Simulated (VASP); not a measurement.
# SiO2 (P4_2/mnm) in VASP: further runs

The runs below take SiO2 through single point, relaxation of the atoms, with PBE.

Program: VASP 6.6.1. These are calculated values, not measurements. Logs are shortened: lines on timing, memory, paths and dates and some standing lists are left out, and cuts for length are marked.

### Step 1. The cell of the first run

The structure is tetragonal, space group P4_2/mnm (No. 136). The conventional cell has a = 4.177 Å, b = 4.177 Å, c = 2.665 Å, α = 90.00°, β = 90.00°, γ = 90.00°. Si (site symmetry mmm) has 6 O at 1.76 to 1.80 Å within 2.3 Å. O (site symmetry m2m) has 3 Si at 1.76 to 1.80 Å and 1 O at 2.30 Å within 2.3 Å.

### Step 2. Single point, PBE

The input, INCAR:

```
SYSTEM = SiO2
PREC     = Accurate       ! precision mode
ENCUT    = 520            ! plane-wave cutoff, eV
EDIFF    = 1E-7           ! SCF threshold, eV
ISMEAR   = -1             ! smearing method
SIGMA    = 0.02           ! smearing width, eV
LREAL    = .FALSE.        ! projectors in reciprocal space
LASPH    = .TRUE.         ! aspherical terms in the spheres
NELM     = 80             ! most SCF steps
ALGO     = Normal         ! electronic algorithm
ISIF     = 2              ! what is computed and relaxed
LWAVE    = .FALSE.        ! write WAVECAR
LCHARG   = .FALSE.        ! write CHGCAR
GGA      = PE             ! functional
NBANDS   = 25             ! bands
```

The input, KPOINTS:

```
regular mesh
0
G
  5 5 7
  0 0 0
```

The input, POSCAR:

```
SiO2
1.0
    4.1773000000      0.0000000000      0.0000000000
    0.0000000000      4.1773000000      0.0000000000
    0.0000000000      0.0000000000      2.6652000000
Si O
2 4
Direct
    0.0000000000      0.0000000000      0.0000000000
    0.5000000000      0.5000000000      0.5000000000
    0.3054889230      0.3054889230      0.0000000000
    0.1945110770      0.8054889230      0.5000000000
    0.6945110770      0.6945110770      0.0000000000
    0.8054889230      0.1945110770      0.5000000000
```

Potentials or basis: VASP PAW PBE potentials, release 64 (Si, O).

Command:

```console
cat potpaw_PBE.64/Si/POTCAR potpaw_PBE.64/O/POTCAR > POTCAR
mpirun -np 1 vasp_std > vasp.out
```

OUTCAR:

```text
SYSTEM = SiO2
   PREC = Accurate
   ENCUT = 520
   EDIFF = 1E-7
   ISMEAR = -1
   LREAL = .FALSE.
   LASPH = .TRUE.
   NELM = 80
   ISIF = 2
   GGA = PE

 ion  position               nearest neighbor table
   1  0.000  0.000  0.000-   4 1.76   6 1.76   4 1.76   6 1.76   5 1.80   3 1.80
   2  0.500  0.500  0.500-   3 1.76   5 1.76   3 1.76   5 1.76   4 1.80   6 1.80
   3  0.305  0.305  0.000-   2 1.76   2 1.76   1 1.80
   4  0.195  0.805  0.500-   1 1.76   1 1.76   2 1.80
   5  0.695  0.695  0.000-   2 1.76   2 1.76   1 1.80
   6  0.805  0.195  0.500-   1 1.76   1 1.76   2 1.80

  LATTYP: Found a simple tetragonal cell.
 ALAT       =     4.1773000000
 C/A-ratio  =     0.6380197735

  Lattice vectors:

 A1 = (   4.1773000000,   0.0000000000,   0.0000000000)
 A2 = (   0.0000000000,   4.1773000000,   0.0000000000)
 A3 = (   0.0000000000,   0.0000000000,   2.6652000000)

Analysis of symmetry for initial positions (statically):
=====================================================================
 Subroutine PRICEL returns:
 Original cell was already a primitive cell.

 Routine SETGRP: Setting up the symmetry group for a
 simple tetragonal supercell.

 Subroutine GETGRP returns: Found 16 space group operations
 (whereof  8 operations were pure point group operations)
 out of a pool of 16 trial point group operations.

The static configuration has the point symmetry D_2h.
 The point group associated with its full space group is D_4h.

Analysis of symmetry for dynamics (positions and initial velocities):
=====================================================================
 Subroutine PRICEL returns:
 Original cell was already a primitive cell.

 Routine SETGRP: Setting up the symmetry group for a
 simple tetragonal supercell.

 Subroutine GETGRP returns: Found 16 space group operations
 (whereof  8 operations were pure point group operations)
 out of a pool of 16 trial point group operations.

The dynamic configuration has the point symmetry D_2h.
 The point group associated with its full space group is D_4h.

 Subroutine INISYM returns: Found 16 space group operations
 (whereof  8 operations are pure point group operations),
 and found     1 'primitive' translations

----------------------------------------------------------------------------------------

                                     Primitive cell

  volume of cell :      46.5073

  direct lattice vectors                    reciprocal lattice vectors
     4.177300000  0.000000000  0.000000000     0.239389079  0.000000000  0.000000000
     0.000000000  4.177300000  0.000000000     0.000000000  0.239389079  0.000000000
     0.000000000  0.000000000  2.665200000     0.000000000  0.000000000  0.375206363

  length of vectors
     4.177300000  4.177300000  2.665200000     0.239389079  0.239389079  0.375206363

  position of ions in fractional coordinates (direct lattice)
     0.000000000  0.000000000  0.000000000
     0.500000000  0.500000000  0.500000000
     0.305488923  0.305488923  0.000000000
     0.194511077  0.805488923  0.500000000
     0.694511077  0.694511077  0.000000000
     0.805488923  0.194511077  0.500000000

  ion indices of the primitive-cell ions
   primitive index   ion index
                 1           1
                 2           2
                 3           3
                 4           4
                 5           5
                 6           6

----------------------------------------------------------------------------------------

 KPOINTS: regular mesh

Automatic generation of k-mesh.
 Grid dimensions read from file:
 generate k-points for:    5    5    7

 Generating k-lattice:

  Cartesian coordinates                     Fractional coordinates (reciprocal lattice)
     0.047877816  0.000000000  0.000000000     0.200000000  0.000000000  0.000000000
     0.000000000  0.047877816  0.000000000     0.000000000  0.200000000  0.000000000
     0.000000000  0.000000000  0.053600909     0.000000000  0.000000000  0.142857143

  Length of vectors
     0.047877816  0.047877816  0.053600909

  Shift w.r.t. Gamma in fractional coordinates (k-lattice)
     0.000000000  0.000000000  0.000000000

 Subroutine IBZKPT returns following result:
 ===========================================

 Found     24 irreducible k-points:

 Following reciprocal coordinates:
            Coordinates               Weight
  0.000000  0.000000  0.000000      1.000000
  0.200000  0.000000  0.000000      4.000000
  0.400000  0.000000  0.000000      4.000000
  0.200000  0.200000  0.000000      4.000000
  0.400000  0.200000  0.000000      8.000000
  0.400000  0.400000  0.000000      4.000000
[... 16 lines left out ...]
  0.400000  0.200000  0.428571     16.000000
  0.400000  0.400000  0.428571      8.000000
   k-points           NKPTS =     24   k-points in BZ     NKDIM =     24   number of bands    NBANDS=     25
   number of dos      NEDOS =    301   number of ions     NIONS =      6
   total plane-waves  NPLWV =  20480
   dimension x,y,z NGX =    32 NGY =   32 NGZ =   20
   dimension x,y,z NGXF=    64 NGYF=   64 NGZF=   40
   ions per type =               2   4
   NGX,Y,Z   is equivalent  to a cutoff of  12.74, 12.74, 12.48 a.u.
   NGXF,Y,Z  is equivalent  to a cutoff of  25.47, 25.47, 24.95 a.u.
 SYSTEM =  SiO2
   PREC   = accura    normal or accurate (medium, high low for compatibility)
   ISTART =      0    job   : 0-new  1-cont  2-samecut
   ICHARG =      2    charge: 1-file 2-atom 10-const
   ISPIN  =      1    spin polarized calculation?
   LNONCOLLINEAR =      F non collinear calculations
   LSORBIT =      F    spin-orbit coupling
   LASPH  =      T    aspherical Exc in radial PAW
   ENCUT  =  520.0 eV  38.22 Ry    6.18 a.u.   7.77  7.77  4.96*2*pi/ulx,y,z
   NELM   =     80;   NELMIN=  2; NELMDL= -5     # of ELM steps
   EDIFF  = 0.1E-06   stopping-criterion for ELM
   LREAL  =      F    real-space projection
   EDIFFG = 0.1E-05   stopping-criterion for IOM
   NSW    =      0    number of steps for IOM
   IBRION =     -1    ionic relax: 0-MD 1-quasi-New 2-CG
   NFREE  =      0    steps in history (QN), initial steepest desc. (CG)
   ISIF   =      2    stress and relaxation
   ISYM   =      2    0-nonsym 1-usesym 2-fastsym
   POTIM  = 0.5000    time-step for ionic-motion
   TEBEG  =    0.0;   TEEND  =   0.0 temperature during run
   PSTRESS=    0.0 pullay stress
   NELECT =      32.0000    total number of electrons
   NUPDOWN=      -1.0000    fix difference up-down
   EMIN   =  10.00;   EMAX   =-10.00  energy-range for DOS
   EFERMI =   0.00;   METHOD = LEGACY
   ISMEAR =    -1;   SIGMA  =   0.02  broadening in eV -4-tet -1-fermi 0-gaus
   EFERMI_NEDOS =   21; number of points for ismear=-14 and -15
   IALGO  =     38    algorithm
   IMIX   =      4    mixing-type and parameters
     AMIX     =   0.40;   BMIX     =  1.00
     AMIX_MAG =   1.60;   BMIX_MAG =  1.00
  volume/ion in A,a.u.               =       7.75        52.31
  Fermi-wavevector in a.u.,A,eV,Ry     =   1.445277  2.731178 28.420200  2.088826
  Thomas-Fermi vector in A             =   2.563477
   LORBIT       =      0    0 simple, 1 ext, 2 COOP (PROOUT), +10 PAW based schemes
   GGA     = PE    functional components
   LHFCALC =     F    Hartree Fock is set to
   AEXX    =    0.0000 exact exchange contribution
   IVDW    =     0    specifies the selected vdW correction
   LEPSILON=     F    determine dielectric tensor
   LRPA    =     F    only Hartree local field effects (RPA)
 non-spin polarized calculation
  energy-cutoff  :      520.00
  volume of cell :       46.51
 maximum number of plane-waves:      1265
 NGX is ok and might be reduce to    32
   NGX = 15   NGY = 15   NGZ =  9

 number of electron      31.9999974 magnetization

 Free energy of the ion-electron system (eV)
  ---------------------------------------------------
  ext. energy  EPLUGINS =         0.00000000
  ---------------------------------------------------
  free energy    TOTEN  =       -46.25461423 eV

  energy without entropy =      -46.25461423  energy(sigma->0) =      -46.25461423

 E-fermi :   8.6827     XC(G=0): -12.2790

 val. band max:        8.2680098901   @ k =   0.0000   0.0000   0.0000
 cond. band min:      13.8755574236   @ k =   0.0000   0.0000   0.0000
 fundamental gap:      5.6075475335
 Fermi energy:         8.6827450328

 k-point     1 :       0.0000    0.0000    0.0000
  band No.  band energies     occupation
      1     -14.3300      2.00000
      2     -10.7004      2.00000
      3     -10.7004      2.00000
      4     -10.4342      2.00000
      5      -2.6648      2.00000
      6       1.8002      2.00000
[... 17 lines left out ...]
     24      22.5942      0.00000
     25      24.0813      0.00000

 k-point     2 :       0.2000    0.0000    0.0000
  band No.  band energies     occupation
      1     -14.1207      2.00000
      2     -11.5263      2.00000
      3     -10.5947      2.00000
      4     -10.0492      2.00000
      5      -2.3794      2.00000
      6       0.8409      2.00000
[... 17 lines left out ...]
     24      21.8923      0.00000
     25      23.8135      0.00000

 k-point     3 :       0.4000    0.0000    0.0000
  band No.  band energies     occupation
      1     -13.5161      2.00000
      2     -12.5958      2.00000
      3     -10.3266      2.00000
      4     -10.0551      2.00000
      5      -1.6140      2.00000
      6      -0.4953      2.00000
[... 552 lines left out ...]
 k-point    23 :       0.4000    0.2000    0.4286
  band No.  band energies     occupation
      1     -11.6356      2.00000
      2     -11.3078      2.00000
      3     -10.1509      2.00000
      4     -10.0992      2.00000
      5      -1.8971      2.00000
      6      -1.3654      2.00000
[... 17 lines left out ...]
     24      22.2417      0.00000
     25      23.1875      0.00000

 k-point    24 :       0.4000    0.4000    0.4286
  band No.  band energies     occupation
      1     -11.4588      2.00000
      2     -11.3244      2.00000
      3     -10.1689      2.00000
      4     -10.1492      2.00000
      5      -2.3145      2.00000
      6      -2.1032      2.00000
[... 17 lines left out ...]
     24      22.5546      0.00000
     25      23.6657      0.00000

------------------------ aborting loop because EDIFF is reached ----------------------------------------

  FORCE on cell =-STRESS in cart. coord.  units (eV):
  Direction    XX          YY          ZZ          XY          YZ          ZX
  --------------------------------------------------------------------------------------
  -------------------------------------------------------------------------------------
  Total        3.0058977      3.0058977      3.7058233     -0.0000000      0.0000000      0.0000000
  in kB      103.5532295    103.5532295    127.6656762     -0.0000000      0.0000000      0.0000000
  external PRESSURE =     111.5907117 kB  Pullay stress =       0.0000000 kB

 VOLUME and BASIS-vectors are now :
 -----------------------------------------------------------------------------
  energy-cutoff  :      520.00
  volume of cell :       46.51
      direct lattice vectors                 reciprocal lattice vectors
     4.177300000  0.000000000  0.000000000     0.239389079  0.000000000  0.000000000
     0.000000000  4.177300000  0.000000000     0.000000000  0.239389079  0.000000000
     0.000000000  0.000000000  2.665200000     0.000000000  0.000000000  0.375206363

 POSITION                                       TOTAL-FORCE (eV/Angst)
 -----------------------------------------------------------------------------------
      0.00000      0.00000      0.00000         0.000000      0.000000      0.000000
      2.08865      2.08865      1.33260         0.000000      0.000000      0.000000
      1.27612      1.27612      0.00000        -0.012119     -0.012119     -0.000000
      0.81253      3.36477      1.33260         0.012119     -0.012119     -0.000000
      2.90118      2.90118      0.00000         0.012119      0.012119      0.000000
      3.36477      0.81253      1.33260        -0.012119      0.012119      0.000000
 -----------------------------------------------------------------------------------
    total drift:                                0.000000      0.000000     -0.000000

  FREE ENERGIE OF THE ION-ELECTRON SYSTEM (eV)
  ---------------------------------------------------
  free  energy   TOTEN  =       -46.2546142339 eV

  energy  without entropy=      -46.2546142339  energy(sigma->0) =      -46.25461423
```

Wall time 22 s (1 thread of AMD EPYC 7R13 (Zen 3), shared host); peak memory 0.12 GiB.

What came out:

| Property | Result |
| --- | --- |
| Free energy | -46.2546 eV |
| Pressure | 11.2 GPa |
| Largest force | 0.017 eV/Å |
| Band gap on the k mesh | 5.61 eV |

Forces on the atoms (eV/Å):
```
Si   0.000  0.000  0.000
Si   0.000  0.000  0.000
O   -0.012 -0.012  0.000
O    0.012 -0.012  0.000
O    0.012  0.012  0.000
O   -0.012  0.012  0.000
```

Caveat: the cell stands under pressure.

### Step 3. Relaxation of the atoms, PBE

The input, INCAR:

```
PREC     = Accurate       # precision mode
ENCUT    = 520            # plane-wave cutoff, eV
EDIFF    = 1E-7           # SCF threshold, eV
ISMEAR   = -1             # smearing method
SIGMA    = 0.02           # smearing width, eV
LREAL    = False          # projectors in reciprocal space
LASPH    = True           # aspherical terms in the spheres
NELM     = 60             # most SCF steps
ALGO     = Normal         # electronic algorithm
ISIF     = 2              # what is computed and relaxed
LWAVE    = False          # write WAVECAR
LCHARG   = False          # write CHGCAR
GGA      = PE             # functional
IBRION   = 2              # ionic algorithm
NSW      = 80             # ionic steps
EDIFFG   = -0.02          # ionic threshold
```

The input, KPOINTS:

```
Automatic mesh
0
Gamma
  5 5 7
```

The input, POSCAR:

```
SiO2
1.0
    4.1773000000      0.0000000000      0.0000000000
    0.0000000000      4.1773000000      0.0000000000
    0.0000000000      0.0000000000      2.6652000000
Si O
2 4
Direct
    0.0000000000      0.0000000000      0.0000000000
    0.5000000000      0.5000000000      0.5000000000
    0.3059000000      0.3059000000      0.0000000000
    0.1941000000      0.8059000000      0.5000000000
    0.6941000000      0.6941000000      0.0000000000
    0.8059000000      0.1941000000      0.5000000000
```

Potentials or basis: VASP PAW PBE potentials, release 64 (Si, O).

Command:

```console
cat potpaw_PBE.64/Si/POTCAR potpaw_PBE.64/O/POTCAR > POTCAR
mpirun -np 1 vasp_std > vasp.out
```

Run time: 34 s. Hardware: 1 thread of AMD EPYC 7R13 (Zen 3), shared host; peak memory 0.12 GiB.

It converged, with:

```yaml
Free_energy: -46.2546 eV
Energy_gained_by_relaxing: 0.1 meV/atom
Ionic_steps: 3
Pressure_after_relaxing: 11.1 GPa
Band_gap_on_the_k_mesh: 5.60 eV
```

Stress tensor (GPa, compression positive):
```
10.29  0.00  0.00
 0.00 10.29  0.00
 0.00  0.00 12.75
```

The path:
```tsv
step	energy change (eV)	largest force (eV/Å)	pressure (GPa)
1	0.0000	0.0988	11.39
2	-0.0004	0.0611	10.95
3	-0.0006	0.0001	11.11
```

Final structure:
```
Si O
1.0
     4.17730    0.00000    0.00000
     0.00000    4.17730    0.00000
     0.00000    0.00000    2.66520
Si O
2 4
Direct
  0.00000 0.00000 0.00000
  0.50000 0.50000 0.50000
  0.30540 0.30540 0.00000
  0.19460 0.80540 0.50000
  0.69460 0.69460 0.00000
  0.80540 0.19460 0.50000
```

Levels at points of the mesh, in eV from the valence-band top:
| k point | band 13 | band 14 | band 15 | band 16 | band 17 | band 18 | band 19 | band 20 |
| --- | --- | --- | --- | --- | --- | --- | --- | --- |
| (0.00, 0.00, 0.00) | -2.49 | -0.89 | -0.89 | 0.00 | 5.60 | 6.73 | 8.50 | 8.50 |
